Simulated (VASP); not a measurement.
# C (P6_3/mmc) in VASP: further runs

Runs on C. Level: PBEsol+D3(BJ). Tasks: single point.

All numbers are computed with VASP 6.6.1; they aren't measurements. Logs are shortened: lines on timing, memory, paths and dates and some standing lists are left out, and cuts for length are marked.

**1. The cell of the first run**

It takes space group P6_3/mmc (No. 194, hexagonal). The conventional cell has a = 2.452 Å, b = 2.452 Å, c = 7.405 Å, α = 90.00°, β = 90.00°, γ = 120.00°. Within 1.9 Å of C (site symmetry -6m2) lie 3 C at 1.42 Å. C (site symmetry -6m2) has 3 C at 1.42 Å within 1.9 Å.

**2. Single point, PBEsol+D3(BJ) (9.64 Å³/atom)**

File INCAR:

```
SYSTEM = C
PREC     = Accurate       ! precision mode
ENCUT    = 520            ! plane-wave cutoff, eV
EDIFF    = 1E-6           ! SCF threshold, eV
ISMEAR   = 0              ! smearing method
SIGMA    = 0.15           ! smearing width, eV
LREAL    = .FALSE.        ! projectors in reciprocal space
LASPH    = .TRUE.         ! aspherical terms in the spheres
NELM     = 60             ! most SCF steps
ALGO     = Normal         ! electronic algorithm
ISIF     = 2              ! what is computed and relaxed
LWAVE    = .FALSE.        ! write WAVECAR
LCHARG   = .FALSE.        ! write CHGCAR
GGA      = PS             ! functional
IVDW     = 12             ! dispersion correction
NBANDS   = 16             ! bands
```

File KPOINTS:

```
Automatic mesh
0
G
  21 21 8
  0 0 0
```

File POSCAR:

```
C
1.0
    2.4520716161      0.0000000000      0.0000000000
   -1.2260358081      2.1235563114      0.0000000000
    0.0000000000      0.0000000000      7.4052562806
C
4
Direct
    0.0000000000      0.0000000000      0.0025000000
    0.0000000000      0.0000000000      0.5025000000
    0.3333333333      0.6666666667      0.0025000000
    0.6666666667      0.3333333333      0.5025000000
```

Potentials or basis: VASP PAW PBE potentials, release 64 (C).

On the command line:

```bash
$ cat potpaw_PBE.64/C/POTCAR > POTCAR
$ mpirun -np 1 vasp_std > vasp.out
```

OUTCAR:

```text
SYSTEM = C
   PREC = Accurate
   ENCUT = 520
   EDIFF = 1E-6
   ISMEAR = 0
   LREAL = .FALSE.
   LASPH = .TRUE.
   NELM = 60
   ISIF = 2
   GGA = PS
   IVDW = 12
 IVDW          = 12

 ion  position               nearest neighbor table
   1  0.000  0.000  0.002-   3 1.42   3 1.42   3 1.42
   2  0.000  0.000  0.502-   4 1.42   4 1.42   4 1.42
   3  0.333  0.667  0.002-   1 1.42   1 1.42   1 1.42
   4  0.667  0.333  0.502-   2 1.42   2 1.42   2 1.42

  LATTYP: Found a hexagonal cell.
 ALAT       =     2.4520716161
 C/A-ratio  =     3.0200000000

  Lattice vectors:

 A1 = (   2.4520716161,   0.0000000000,   0.0000000000)
 A2 = (  -1.2260358081,   2.1235563114,   0.0000000000)
 A3 = (   0.0000000000,   0.0000000000,   7.4052562806)

Analysis of symmetry for initial positions (statically):
=====================================================================
 Subroutine PRICEL returns:
 Original cell was already a primitive cell.

 Routine SETGRP: Setting up the symmetry group for a
 hexagonal supercell.

 Subroutine GETGRP returns: Found 24 space group operations
 (whereof  6 operations were pure point group operations)
 out of a pool of 24 trial point group operations.

The static configuration has the point symmetry C_3v.
 The point group associated with its full space group is D_6h.

Analysis of symmetry for dynamics (positions and initial velocities):
=====================================================================
 Subroutine PRICEL returns:
 Original cell was already a primitive cell.

 Routine SETGRP: Setting up the symmetry group for a
 hexagonal supercell.

 Subroutine GETGRP returns: Found 24 space group operations
 (whereof  6 operations were pure point group operations)
 out of a pool of 24 trial point group operations.

The dynamic configuration has the point symmetry C_3v.
 The point group associated with its full space group is D_6h.

 Subroutine INISYM returns: Found 24 space group operations
 (whereof  6 operations are pure point group operations),
 and found     1 'primitive' translations

----------------------------------------------------------------------------------------

                                     Primitive cell

  volume of cell :      38.5600

  direct lattice vectors                    reciprocal lattice vectors
     2.452071616  0.000000000  0.000000000     0.407818431  0.235454081  0.000000000
    -1.226035808  2.123556311  0.000000000     0.000000000  0.470908162  0.000000000
     0.000000000  0.000000000  7.405256281     0.000000000  0.000000000  0.135039216

  length of vectors
     2.452071616  2.452071616  7.405256281     0.470908162  0.470908162  0.135039216

  position of ions in fractional coordinates (direct lattice)
     0.000000000  0.000000000  0.002500000
     0.000000000  0.000000000  0.502500000
     0.333333333  0.666666667  0.002500000
     0.666666667  0.333333333  0.502500000

  ion indices of the primitive-cell ions
   primitive index   ion index
                 1           1
                 2           2
                 3           3
                 4           4

----------------------------------------------------------------------------------------

 KPOINTS: Automatic mesh

Automatic generation of k-mesh.
 Grid dimensions read from file:
 generate k-points for:   21   21    8

 Generating k-lattice:

  Cartesian coordinates                     Fractional coordinates (reciprocal lattice)
     0.019419925  0.011212099  0.000000000     0.047619048  0.000000000  0.000000000
     0.000000000  0.022424198  0.000000000     0.000000000  0.047619048  0.000000000
     0.000000000  0.000000000  0.016879902     0.000000000  0.000000000  0.125000000

  Length of vectors
     0.022424198  0.022424198  0.016879902

  Shift w.r.t. Gamma in fractional coordinates (k-lattice)
     0.000000000  0.000000000  0.000000000

 Subroutine IBZKPT returns following result:
 ===========================================

 Found    240 irreducible k-points:

 Following reciprocal coordinates:
            Coordinates               Weight
  0.000000  0.000000  0.000000      1.000000
  0.047619  0.000000  0.000000      6.000000
  0.095238  0.000000  0.000000      6.000000
  0.142857  0.000000  0.000000      6.000000
  0.190476  0.000000  0.000000      6.000000
  0.238095  0.000000  0.000000      6.000000
[... 16 lines left out ...]
  0.142857  0.095238  0.000000     12.000000
  0.190476  0.095238  0.000000     12.000000
 [... further k-points ...]
   k-points           NKPTS =    240   k-points in BZ     NKDIM =    240   number of bands    NBANDS=     16
   number of dos      NEDOS =    301   number of ions     NIONS =      4
   total plane-waves  NPLWV =  18144
   dimension x,y,z NGX =    18 NGY =   18 NGZ =   56
   dimension x,y,z NGXF=    36 NGYF=   36 NGZF=  112
   ions per type =               4
   NGX,Y,Z   is equivalent  to a cutoff of  12.20, 12.20, 12.57 a.u.
   NGXF,Y,Z  is equivalent  to a cutoff of  24.41, 24.41, 25.14 a.u.
 SYSTEM =  C
   PREC   = accura    normal or accurate (medium, high low for compatibility)
   ISTART =      0    job   : 0-new  1-cont  2-samecut
   ICHARG =      2    charge: 1-file 2-atom 10-const
   ISPIN  =      1    spin polarized calculation?
   LNONCOLLINEAR =      F non collinear calculations
   LSORBIT =      F    spin-orbit coupling
   LASPH  =      T    aspherical Exc in radial PAW
   ENCUT  =  520.0 eV  38.22 Ry    6.18 a.u.   4.56  4.56 13.77*2*pi/ulx,y,z
   NELM   =     60;   NELMIN=  2; NELMDL= -5     # of ELM steps
   EDIFF  = 0.1E-05   stopping-criterion for ELM
   LREAL  =      F    real-space projection
   EDIFFG = 0.1E-04   stopping-criterion for IOM
   NSW    =      0    number of steps for IOM
   IBRION =     -1    ionic relax: 0-MD 1-quasi-New 2-CG
   NFREE  =      0    steps in history (QN), initial steepest desc. (CG)
   ISIF   =      2    stress and relaxation
   ISYM   =      2    0-nonsym 1-usesym 2-fastsym
   POTIM  = 0.5000    time-step for ionic-motion
   TEBEG  =    0.0;   TEEND  =   0.0 temperature during run
   PSTRESS=    0.0 pullay stress
   NELECT =      16.0000    total number of electrons
   NUPDOWN=      -1.0000    fix difference up-down
   EMIN   =  10.00;   EMAX   =-10.00  energy-range for DOS
   EFERMI =   0.00;   METHOD = LEGACY
   ISMEAR =     0;   SIGMA  =   0.15  broadening in eV -4-tet -1-fermi 0-gaus
   EFERMI_NEDOS =   21; number of points for ismear=-14 and -15
   IALGO  =     38    algorithm
   IMIX   =      4    mixing-type and parameters
     AMIX     =   0.40;   BMIX     =  1.00
     AMIX_MAG =   1.60;   BMIX_MAG =  1.00
  volume/ion in A,a.u.               =       9.64        65.05
  Fermi-wavevector in a.u.,A,eV,Ry     =   1.221057  2.307463 20.286006  1.490979
  Thomas-Fermi vector in A             =   2.356252
   LORBIT       =      0    0 simple, 1 ext, 2 COOP (PROOUT), +10 PAW based schemes
   GGA     = PS    functional components
   LHFCALC =     F    Hartree Fock is set to
   AEXX    =    0.0000 exact exchange contribution
   IVDW    =    12    specifies the selected vdW correction
   LEPSILON=     F    determine dielectric tensor
   LRPA    =     F    only Hartree local field effects (RPA)
 non-spin polarized calculation
 Gauss-broadening in eV      SIGMA  =   0.15
  energy-cutoff  :      520.00
  volume of cell :       38.56
 maximum number of plane-waves:      1062
   NGX =  9   NGY =  9   NGZ = 27

 number of electron      15.9999996 magnetization

 Free energy of the ion-electron system (eV)
  ---------------------------------------------------
  ext. energy  EPLUGINS =         0.00000000
  ---------------------------------------------------
  free energy    TOTEN  =       -38.57677388 eV

  energy without entropy =      -38.57582034  energy(sigma->0) =      -38.57629711

 E-fermi :   3.8703     XC(G=0):  -9.8775

 val. band max:        3.8681263979   @ k =   0.3333   0.3333   0.5000
 cond. band min:       3.8703796162   @ k =   0.3333   0.3333   0.2500
 fundamental gap:      0.0022532183
 Fermi energy:         3.8702550512

 k-point     1 :       0.0000    0.0000    0.0000
  band No.  band energies     occupation
      1     -15.8035      2.00000
      2     -15.6667      2.00000
      3      -4.4484      2.00000
      4      -3.2723      2.00000
      5       0.8825      2.00000
      6       0.8825      2.00000
[... 8 lines left out ...]
     15      15.4934      0.00000
     16      15.5862      0.00000

 k-point     2 :       0.0476    0.0000    0.0000
  band No.  band energies     occupation
      1     -15.7491      2.00000
      2     -15.6129      2.00000
      3      -4.3821      2.00000
      4      -3.2087      2.00000
      5       0.6601      2.00000
      6       0.6684      2.00000
[... 8 lines left out ...]
     15      15.2970      0.00000
     16      15.3969      0.00000

 k-point     3 :       0.0952    0.0000    0.0000
  band No.  band energies     occupation
      1     -15.5860      2.00000
      2     -15.4514      2.00000
      3      -4.1835      2.00000
      4      -3.0186      2.00000
      5       0.0359      2.00000
      6       0.0495      2.00000
[... 8 lines left out ...]
     15      14.7304      0.00000
     16      14.8537      0.00000

 k-point     4 :       0.1429    0.0000    0.0000
  band No.  band energies     occupation
      1     -15.3148      2.00000
      2     -15.1827      2.00000
      3      -3.8543      2.00000
      4      -2.7039      2.00000
      5      -0.8903      2.00000
      6      -0.8696      2.00000
[... 8 lines left out ...]
     15      14.2296      0.00000
     16      14.2493      0.00000
[... 324 lines left out ...]
 k-point    22 :       0.0952    0.0952    0.0000
  band No.  band energies     occupation
      1     -15.1524      2.00000
      2     -15.0219      2.00000
      3      -3.6576      2.00000
      4      -2.5162      2.00000
      5      -1.2285      2.00000
      6      -1.2154      2.00000
[... 8 lines left out ...]
     15      14.2309      0.00000
     16      14.2603      0.00000

 k-point    23 :       0.1429    0.0952    0.0000
  band No.  band energies     occupation
      1     -14.7749      2.00000
      2     -14.6479      2.00000
      3      -3.2019      2.00000
      4      -2.1774      2.00000
      5      -2.1568      2.00000
      6      -2.0824      2.00000
[... 8 lines left out ...]
     15      14.9915      0.00000
     16      15.0452      0.00000

 k-point    24 :       0.1905    0.0952    0.0000
  band No.  band energies     occupation
      1     -14.2920      2.00000
      2     -14.1695      2.00000
      3      -3.2888      2.00000
      4      -3.2570      2.00000
      5      -2.6233      2.00000
      6      -1.6595      2.00000
[... 8 lines left out ...]
     15      16.0092      0.00000
     16      16.1288      0.00000

 [... further k-points ...]

------------------------ aborting loop because EDIFF is reached ----------------------------------------

 Edisp (eV)   -0.39707

 E8    (eV) :    -0.1925

  FORCE on cell =-STRESS in cart. coord.  units (eV):
  Direction    XX          YY          ZZ          XY          YZ          ZX
  --------------------------------------------------------------------------------------
  -------------------------------------------------------------------------------------
  Total       0.99405     0.99405    -0.49365    -0.00000     0.00000    -0.00000
  in kB      41.30314    41.30314   -20.51130    -0.00000     0.00000    -0.00000
  external pressure =       20.70 kB  Pullay stress =        0.00 kB

 VOLUME and BASIS-vectors are now :
 -----------------------------------------------------------------------------
  energy-cutoff  :      520.00
  volume of cell :       38.56
      direct lattice vectors                 reciprocal lattice vectors
     2.452071616  0.000000000  0.000000000     0.407818431  0.235454081  0.000000000
    -1.226035808  2.123556311  0.000000000     0.000000000  0.470908162  0.000000000
     0.000000000  0.000000000  7.405256281     0.000000000  0.000000000  0.135039216

 POSITION                                       TOTAL-FORCE (eV/Angst)
 -----------------------------------------------------------------------------------
      0.00000      0.00000      0.01851        -0.000000     -0.000000     -0.000000
      0.00000      0.00000      3.72114         0.000000     -0.000000      0.000000
     -0.00000      1.41570      0.01851        -0.000000      0.000000      0.000000
      1.22604      0.70785      3.72114         0.000000      0.000000     -0.000000
 -----------------------------------------------------------------------------------
    total drift:                               -0.000000     -0.000000      0.000005

  FREE ENERGIE OF THE ION-ELECTRON SYSTEM (eV)
  ---------------------------------------------------
  free  energy   TOTEN  =       -38.9738486422 eV

  energy  without entropy=      -38.9728950946  energy(sigma->0) =      -38.97337187
```

Run time: 2.3 min. Hardware: 1 thread of Intel Xeon 8259CL, shared host; peak memory 0.23 GiB.

Results:

```yaml
Free_energy: -38.9738 eV
Pressure: 2.1 GPa
Band_gap_on_the_k_mesh: zero (bands 8 and 9 overlap by 0.01 eV)
Dispersion_energy_per_atom: -0.099 eV
```

Caveat: the PAW data sets were made with another functional, which shifts forces and pressure a little.

**3. Single point, PBEsol+D3(BJ) (9.64 Å³/atom)**

File INCAR:

```
SYSTEM = C
PREC = Accurate
ENCUT = 520
EDIFF = 1E-6
ISMEAR = 0
SIGMA = 0.15
LREAL = .False.
LASPH = .True.
NELM = 80
ALGO = Normal
ISIF = 2
LWAVE = .False.
LCHARG = .False.
GGA = PS
IVDW = 12
NBANDS = 16
```

File KPOINTS:

```
Automatic mesh
0
Gamma
  21 21 8
  0 0 0
```

File POSCAR:

```
C
1.0
    2.5732259040      0.0000000000      0.0000000000
   -1.2866129520      2.2284790025      0.0000000000
    0.0000000000      0.0000000000      6.7243539322
C
4
Direct
    0.0000000000      0.0000000000      0.0025000000
    0.0000000000      0.0000000000      0.5025000000
    0.3333333333      0.6666666667      0.0025000000
    0.6666666667      0.3333333333      0.5025000000
```

Potentials or basis: VASP PAW PBE potentials, release 64 (C).

On the command line:

```bash
$ cat potpaw_PBE.64/C/POTCAR > POTCAR
$ mpirun -np 1 vasp_std > vasp.out
```

It took 2.5 min on 1 thread of Intel Xeon 8259CL, shared host; peak memory 0.24 GiB.

Results (log left out):

| Property | Result |
| --- | --- |
| Free energy | -38.4780 eV |
| Pressure | -31.9 GPa |
| Band gap on the k mesh | zero (bands 8 and 9 overlap by 0.03 eV) |
| Dispersion energy per atom | -0.105 eV |

Stress tensor (GPa, compression positive):
```
-47.57   0.00   0.00
  0.00 -47.57   0.00
  0.00   0.00  -0.48
```

Levels at points of the mesh, in eV from the Fermi level:
```csv
k point,band 4,band 5,band 6,band 7,band 8,band 9,band 10,band 11,band 12,band 13
"(0.00, 0.00, 0.00)",-5.68,-3.00,-3.00,-2.98,-2.98,4.53,7.49,7.49,7.55,7.55
"(0.00, 0.00, 0.50)",-6.83,-2.99,-2.99,-2.99,-2.99,7.18,7.18,7.52,7.52,7.52
```

Caveat: the cell stands under tension; the PAW data sets were made with another functional, which shifts forces and pressure a little.

(Part 1 of 2 ends here.)
